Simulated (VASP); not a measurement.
Set up this calculation in VASP 6.6.1, as the native input.

```yaml
Task: relaxation of cell and atoms
Functional: PBE
Potentials_or_basis: VASP PAW PBE potentials, release 64 (Na_pv, Tm_3, Sb), 4f in core
Cutoff: 500 eV
k_mesh: 8 × 8 × 8
Occupations: gaussian, width 0.1 eV
Spin: no spin polarisation
Dipole_correction: no
Mended: yes
Further_INCAR_settings: ALGO = Normal; EDIFF = 1e-07; IBRION = 2; EDIFFG = -0.01; NSW = 100; ISIF = 3
```

The structure of Na4TmSb lies in POSCAR:

```
Na4TmSb
1.0
    0.0000000000      4.4304922474      4.4304922474
    4.4304922474      0.0000000000      4.4304922474
    4.4304922474      4.4304922474      0.0000000000
Na Tm Sb
4 1 1
Direct
    0.8743747677      0.3752084108      0.3752084108
    0.3752084108      0.3752084108      0.3752084108
    0.3752084108      0.8743747677      0.3752084108
    0.3752084108      0.3752084108      0.8743747677
    0.0000000000      0.0000000000      0.0000000000
    0.7500000000      0.7500000000      0.7500000000
```

The cell was built from a structure type or drawn by symmetry, and may not be a known phase.

These files were run (other wordings do the same):

INCAR

```
  PREC = Accurate
  ENCUT = 500
  EDIFF = 1E-7
  ISMEAR = 0
  SIGMA = 0.1
  LREAL = False
  LASPH = True
  NELM = 200
  ALGO = Normal
  ISIF = 3
  LWAVE = False
  LCHARG = False
  GGA = PE
  IBRION = 2
  NSW = 100
  EDIFFG = -0.01
  GGA_COMPAT = False
  NELMIN = 4
  LMAXMIX = 6
```

KPOINTS

```
regular mesh
0
Gamma
  8 8 8
```

Potentials or basis: VASP PAW PBE potentials, release 64 (Na_pv, Tm_3, Sb), 4f in core.

The run is started by

```bash
$ cat potpaw_PBE.64/Na_pv/POTCAR potpaw_PBE.64/Tm_3/POTCAR potpaw_PBE.64/Sb/POTCAR > POTCAR
$ mpirun -np 1 vasp_std > vasp.out
```

Results of the run:

```
Pressure after relaxing      : 0.0 GPa
Largest force after relaxing : 0.008 eV/Å
Band gap on the k mesh       : zero (bands 21 and 22 overlap by 0.61 eV)
```

Caveat: the relaxation stopped at its first step, so nothing moved; spin-orbit coupling is left out, which moves the levels of the heavy elements; the 4f electrons are frozen in the core, so they carry no moment and show no levels.

Run time: 80 s on 1 thread of Intel(R) Xeon(R) 6975P-C (Granite Rapids) (shared host), peak memory 0.38 GiB.
